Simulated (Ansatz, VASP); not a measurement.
**Li3Ta2O in VASP and in Ansatz**

INCAR

```
ALGO     = Normal         # electronic algorithm
EDIFF    = 1E-7           # SCF threshold, eV
ENCUT    = 520            # plane-wave cutoff, eV
GGA      = PE             # functional
ISIF     = 2              # what is computed and relaxed
ISMEAR   = 0              # smearing method
LASPH    = T              # aspherical terms in the spheres
LCHARG   = T              # write CHGCAR
LELF     = T              # ELF
LREAL    = F              # projectors in reciprocal space
LVHAR    = T            
LWAVE    = F              # write WAVECAR
NBANDS   = 28             # bands
NELM     = 100            # most SCF steps
PREC     = Accurate       # precision mode
SIGMA    = 0.1            # smearing width, eV
```

The input KPOINTS:

```
k-points
0
Gamma
  6 6 2
```

POSCAR

```
Li3Ta2O
1.0
    3.3720824200      0.0000000000      0.0000000000
   -1.6860412100      2.9203090400      0.0000000000
    0.0000000000      0.0000000000      8.2895669900
Li Ta O
3 2 1
Direct
    0.0000000000      0.0000000000      0.5000000000
    0.3333333300      0.6666666700      0.1513343600
    0.6666666700      0.3333333300      0.8486656400
    0.3333333300      0.6666666700      0.6738277100
    0.6666666700      0.3333333300      0.3261722900
    0.0000000000      0.0000000000      0.0000000000
```

Input for Ansatz:

```yaml
crystal:
  lattice:
    - [3.37208242, 0.0, 0.0]
    - [-1.68604121, 2.92030904, 0.0]
    - [0.0, 0.0, 8.28956699]
  atoms:
    - { symbol: Li, position: [0.0, 0.0, 0.5] }
    - { symbol: Li, position: [0.33333333, 0.66666667, 0.15133436] }
    - { symbol: Li, position: [0.66666667, 0.33333333, 0.84866564] }
    - { symbol: Ta, position: [0.33333333, 0.66666667, 0.67382771] }
    - { symbol: Ta, position: [0.66666667, 0.33333333, 0.32617229] }
    - { symbol: O, position: [0.0, 0.0, 0.0] }
basis:
  ecutwfc: 420
kpoints:
  mp_grid: { grid: [6, 6, 2] }
hamiltonian:
  xc: pbe
scf:
  occupations: { method: gaussian, width: 0.1 }
  lower_state_search: "off"
output:
  forces: true
  stress: true
  eigenvalues: true
```

Change from the starting cell: species swapped into the K3I2Br type (P-3m1, No. 164).

Alike in both runs: task single point; functional PBE; k mesh 6 × 6 × 2; occupations gaussian, width 0.1 eV; no spin polarisation.

|  | VASP | Ansatz |
| --- | --- | --- |
| version | VASP 6.6.1 | Ansatz 0.2.0 |
| potentials or method | VASP PAW PBE potentials, release 64 (Li_sv, Ta_pv, O), cutoff 520 eV | scalar-relativistic, plane waves, PAW |
| valence electrons in the cell | 37 | 41 |

|  | VASP | Ansatz | Ansatz less VASP |
| --- | --- | --- | --- |
| gap on the k mesh at the Fermi level (eV) | none | none | - |
| rms of the force components (eV/Å) | 1.591 | 1.590 | -0.0012 |

Atom by atom the forces differ by 0.001 eV/Å (rms over components). A gap of «none» marks a metal or a gap that the smearing closes. VASP's potentials hold 37 valence electrons a cell and Ansatz's 41, so a difference there can come from the potentials and not from the codes.

The k mesh is coarse, so the values compare programs but aren't converged. Spin-orbit coupling is off throughout. Noted on VASP's run: the cutoff is under 1.25 times that of the potentials, so the pressure is a little rough.
